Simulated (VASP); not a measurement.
# Yb (Im-3m) in VASP: notebook

The runs below take Yb through single point, with PBEsol.

All numbers are computed with VASP 6.6.1; they aren't measurements. Logs are shortened: lines on timing, memory, paths and dates and some standing lists are left out, and cuts for length are marked.

## (1) The cell of the first run

The structure is cubic, space group Im-3m (No. 229). The conventional cell has a = 4.303 Å, b = 4.303 Å, c = 4.303 Å, α = 90.00°, β = 90.00°, γ = 90.00°. Within 4.9 Å of Yb (site symmetry m-3m) lie 14 Yb at 3.73 to 4.30 Å.

This isn't the form of Yb at room conditions, which is fcc.

## (2) Single point, PBEsol, collinear spin, ferromagnetic start

The input, INCAR:

```
PREC = Accurate
ENCUT = 520
EDIFF = 1E-7
ISMEAR = -1
SIGMA = 0.05
LREAL = F
LASPH = T
NELM = 150
ALGO = Normal
ISIF = 2
LWAVE = F
LCHARG = F
ISPIN = 2
MAGMOM = 2
LORBIT = 11
NUPDOWN = 2.0
LMAXMIX = 6
GGA = PS
NBANDS = 22
```

The input, KPOINTS:

```
Automatic mesh
0
Gamma
  7 7 7
```

The input, POSCAR:

```
Yb
1.0
   -2.1514830000      2.1514830000      2.1514830000
    2.1514830000     -2.1514830000      2.1514830000
    2.1514830000      2.1514830000     -2.1514830000
Yb
1
Direct
    0.0000000000      0.0000000000      0.0000000000
```

Potentials or basis: VASP PAW PBE potentials, release 64 (Yb).

Command:

```console
$ cat potpaw_PBE.64/Yb/POTCAR > POTCAR
$ mpirun -np 1 vasp_std > vasp.out
```

OUTCAR:

```text
PREC = Accurate
   ENCUT = 520
   EDIFF = 1E-7
   ISMEAR = -1
   LREAL = F
   LASPH = T
   NELM = 150
   ISIF = 2
   ISPIN = 2
   LORBIT = 11
   NUPDOWN = 2.0
   GGA = PS

 ion  position               nearest neighbor table
   1  0.000  0.000  0.000-

  LATTYP: Found a body centered cubic cell.
 ALAT       =     4.3029660000

  Lattice vectors:

 A1 = (  -2.1514830000,   2.1514830000,   2.1514830000)
 A2 = (   2.1514830000,  -2.1514830000,   2.1514830000)
 A3 = (   2.1514830000,   2.1514830000,  -2.1514830000)

Analysis of symmetry for initial positions (statically):
=====================================================================
 Subroutine PRICEL returns:
 Original cell was already a primitive cell.

 Routine SETGRP: Setting up the symmetry group for a
 body centered cubic supercell.

 Subroutine GETGRP returns: Found 48 space group operations
 (whereof 48 operations were pure point group operations)
 out of a pool of 48 trial point group operations.

The static configuration has the point symmetry O_h .

Analysis of symmetry for dynamics (positions and initial velocities):
=====================================================================
 Subroutine PRICEL returns:
 Original cell was already a primitive cell.

 Routine SETGRP: Setting up the symmetry group for a
 body centered cubic supercell.

 Subroutine GETGRP returns: Found 48 space group operations
 (whereof 48 operations were pure point group operations)
 out of a pool of 48 trial point group operations.

The dynamic configuration has the point symmetry O_h .

Analysis of structural, dynamic, and magnetic symmetry:
=====================================================================
 Subroutine PRICEL returns:
 Original cell was already a primitive cell.

 Routine SETGRP: Setting up the symmetry group for a
 body centered cubic supercell.

 Subroutine GETGRP returns: Found 48 space group operations
 (whereof 48 operations were pure point group operations)
 out of a pool of 48 trial point group operations.

The overall configuration has the point symmetry O_h .

 Subroutine INISYM returns: Found 48 space group operations
 (whereof 48 operations are pure point group operations),
 and found     1 'primitive' translations

----------------------------------------------------------------------------------------

                                     Primitive cell

  volume of cell :      39.8358
[... 93 lines left out ...]
   NELECT =      24.0000    total number of electrons
   NUPDOWN=       2.0000    fix difference up-down
   EMIN   =  10.00;   EMAX   =-10.00  energy-range for DOS
   EFERMI =   0.00;   METHOD = LEGACY
   ISMEAR =    -1;   SIGMA  =   0.05  broadening in eV -4-tet -1-fermi 0-gaus
   EFERMI_NEDOS =   21; number of points for ismear=-14 and -15
   IALGO  =     38    algorithm
   IMIX   =      4    mixing-type and parameters
     AMIX     =   0.40;   BMIX     =  1.00
     AMIX_MAG =   1.60;   BMIX_MAG =  1.00
  volume/ion in A,a.u.               =      39.84       268.83
  Fermi-wavevector in a.u.,A,eV,Ry     =   1.382677  2.612880 26.011550  1.911795
  Thomas-Fermi vector in A             =   2.507346
   LORBIT       =     11    0 simple, 1 ext, 2 COOP (PROOUT), +10 PAW based schemes
   GGA     = PS    functional components
   LHFCALC =     F    Hartree Fock is set to
   AEXX    =    0.0000 exact exchange contribution
   IVDW    =     0    specifies the selected vdW correction
   LEPSILON=     F    determine dielectric tensor
   LRPA    =     F    only Hartree local field effects (RPA)
 spin polarized calculation
  energy-cutoff  :      520.00
  volume of cell :       39.84
 maximum number of plane-waves:      1085
   NGX = 13   NGY = 13   NGZ = 13

 number of electron      24.0000000 magnetization       2.0000000

 Free energy of the ion-electron system (eV)
  ---------------------------------------------------
  ext. energy  EPLUGINS =         0.00000000
  ---------------------------------------------------
  free energy    TOTEN  =        -3.02979880 eV

  energy without entropy =       -2.94701753  energy(sigma->0) =       -2.98840817

 E-fermi :  -0.0450     XC(G=0):  -9.0400

 val. band max:        1.6482041053   @ k =   0.1429   0.1429   0.1429
 cond. band min:       0.0321761016   @ k =   0.4286   0.0000   0.0000
 fundamental gap:     -1.6160280037
 Fermi energy:         1.6922887941

 spin component 1

 k-point     1 :       0.0000    0.0000    0.0000
  band No.  band energies     occupation
      1     -51.5582      1.00000
      2     -23.6670      1.00000
      3     -23.6670      1.00000
      4     -23.6670      1.00000
      5      -4.4295      1.00000
      6      -0.6174      1.00000
[... 489 lines left out ...]
     21      14.4635      0.00000
     22      14.6954      0.00000
 Fermi energy:        -0.0450018115

 spin component 2

 k-point     1 :       0.0000    0.0000    0.0000
  band No.  band energies     occupation
      1     -51.2174      1.00000
      2     -23.2924      1.00000
      3     -23.2924      1.00000
      4     -23.2924      1.00000
      5      -2.9189      1.00000
      6      -0.2329      0.97720
[... 489 lines left out ...]
     21      15.5575      0.00000
     22      15.7105      0.00000

------------------------ aborting loop because EDIFF is reached ----------------------------------------

  FORCE on cell =-STRESS in cart. coord.  units (eV):
  Direction    XX          YY          ZZ          XY          YZ          ZX
  --------------------------------------------------------------------------------------
  -------------------------------------------------------------------------------------
  Total       -0.8729442     -0.8729442     -0.8729442      0.0000000      0.0000000     -0.0000000
  in kB      -35.1093919    -35.1093919    -35.1093919      0.0000000      0.0000000     -0.0000000
  external PRESSURE =     -35.1093919 kB  Pullay stress =       0.0000000 kB

 VOLUME and BASIS-vectors are now :
 -----------------------------------------------------------------------------
  energy-cutoff  :      520.00
  volume of cell :       39.84
      direct lattice vectors                 reciprocal lattice vectors
    -2.151483000  2.151483000  2.151483000     0.000000000  0.232397839  0.232397839
     2.151483000 -2.151483000  2.151483000     0.232397839  0.000000000  0.232397839
     2.151483000  2.151483000 -2.151483000     0.232397839  0.232397839  0.000000000

 POSITION                                       TOTAL-FORCE (eV/Angst)
 -----------------------------------------------------------------------------------
      0.00000      0.00000      0.00000         0.000000     -0.000000      0.000000
 -----------------------------------------------------------------------------------
    total drift:                               -0.000000     -0.000000     -0.000000

  FREE ENERGIE OF THE ION-ELECTRON SYSTEM (eV)
  ---------------------------------------------------
  free  energy   TOTEN  =        -3.0297988001 eV

  energy  without entropy=       -2.9470175346  energy(sigma->0) =       -2.98840817

 total charge

# of ion       s       p       d       f       tot
--------------------------------------------------
    1        2.172   5.982   0.351  13.460  21.966

 magnetization (x)

# of ion       s       p       d       f       tot
--------------------------------------------------
    1        0.048   0.125   0.323   0.397   0.894
```

OSZICAR:

```text
N       E                     dE             d eps       ncg     rms          rms(c)
DAV:   1     0.133187496712E+03    0.13319E+03   -0.82293E+03  2520   0.747E+03
[... 17 lines left out ...]
DAV:  19    -0.302979974463E+01    0.19684E-05   -0.41240E-06  3020   0.702E-02    0.155E-01
DAV:  20    -0.302980007803E+01   -0.33340E-06   -0.12745E-06  2636   0.384E-02    0.791E-02
DAV:  21    -0.302979916955E+01    0.90848E-06   -0.12916E-06  2758   0.429E-02    0.139E-02
DAV:  22    -0.302979903331E+01    0.13624E-06   -0.32122E-07  2216   0.229E-02    0.868E-03
DAV:  23    -0.302979892442E+01    0.10889E-06   -0.57229E-08  1566   0.104E-02    0.196E-03
DAV:  24    -0.302979881961E+01    0.10481E-06   -0.78225E-08  1250   0.830E-03    0.317E-03
DAV:  25    -0.302979880012E+01    0.19489E-07   -0.17255E-08  1148   0.428E-03
   1 F= -.30297988E+01 E0= -.29884082E+01  d E =-.827813E-01  mag=     2.0000
```

stdout:

```text
POSCAR found type information on POSCAR Yb
 POSCAR found :  1 types and       1 ions
 scaLAPACK will be used
 -----------------------------------------------------------------------------
|                                                                             |
|                                                                             |
|     You enforced a specific xc type in the INCAR file but a different       |
|     I HOPE YOU KNOW WHAT YOU ARE DOING!                                     |
|                                                                             |
 -----------------------------------------------------------------------------

 LDA part: xc-table for (Slater+PW92), standard interpolation
 POSCAR, INCAR and KPOINTS ok, starting setup
 FFT: planning ... GRIDC
 FFT: planning ... GRID_SOFT
 FFT: planning ... GRID
 WAVECAR not read
 entering main loop
```

Run time: 2.5 min. Hardware: 1 thread of Intel Xeon 8259CL, shared host; peak memory 0.2 GiB.

Results:

| Item | Value |
| --- | --- |
| Free energy | -3.0298 eV |
| Pressure | -3.5 GPa |
| Net moment | 2.00 μB per cell |
| Site moments | Yb +0.89 μB |
| Valence electrons inside the program's atomic spheres | Yb 21.97 |

Caveat: the cell stands under tension; the PAW data sets were made with another functional, which shifts forces and pressure a little; spin-orbit coupling is left out, which moves the levels of the heavy elements; the total moment is fixed, so each spin has its own Fermi level. The state reached can hang on the start; a lower one may exist.

## (3) Single point, PBEsol, collinear spin, ferromagnetic start

The input, INCAR:

```
SYSTEM = Yb
ALGO = Normal
EDIFF = 1E-6
ENCUT = 520
GGA = PS
ISIF = 2
ISMEAR = 0
ISPIN = 2
LASPH = .True.
LCHARG = .False.
LMAXMIX = 6
LORBIT = 11
LREAL = .False.
LWAVE = .False.
MAGMOM = 1
NBANDS = 22
NELM = 150
PREC = Accurate
SIGMA = 0.05
```

The input, KPOINTS:

```
k-points
0
Gamma
  9 9 9
  0 0 0
```

POSCAR is that of step 2.

Potentials or basis: VASP PAW PBE potentials, release 64 (Yb).

Command:

```console
$ cat potpaw_PBE.64/Yb/POTCAR > POTCAR
$ mpirun -np 1 vasp_std > vasp.out
```

Run time: 3.5 min. Hardware: 1 thread of Intel Xeon Platinum 8375C at 2.90GHz (Ice Lake), shared host; peak memory 0.21 GiB.

It converged, with:

```
Free energy                                           : -3.8247 eV
Pressure                                              : -4.2 GPa
Band gap on the k mesh                                : zero (filled and empty bands overlap)
Net moment                                            : 0.00 μB per cell
Valence electrons inside the program's atomic spheres : Yb 22.06
```

Levels at points of the mesh, in eV from the Fermi level:
Spin up:
| k point | band 10 | band 11 | band 12 | band 13 | band 14 | band 15 |
| --- | --- | --- | --- | --- | --- | --- |
| (0.00, 0.00, 0.00) | -0.28 | -0.28 | -0.25 | 2.77 | 2.77 | 2.77 |
Spin down:
```
           k point  band 8  band 9  band 10  band 11  band 12  band 13  band 14  band 15  band 16  band 17
(0.00, 0.00, 0.00)   -0.39   -0.28    -0.28    -0.28    -0.25     2.77     2.77     2.77     4.52     4.52
```

Caveat: the cell stands under tension; the PAW data sets were made with another functional, which shifts forces and pressure a little; spin-orbit coupling is left out, which moves the levels of the heavy elements.
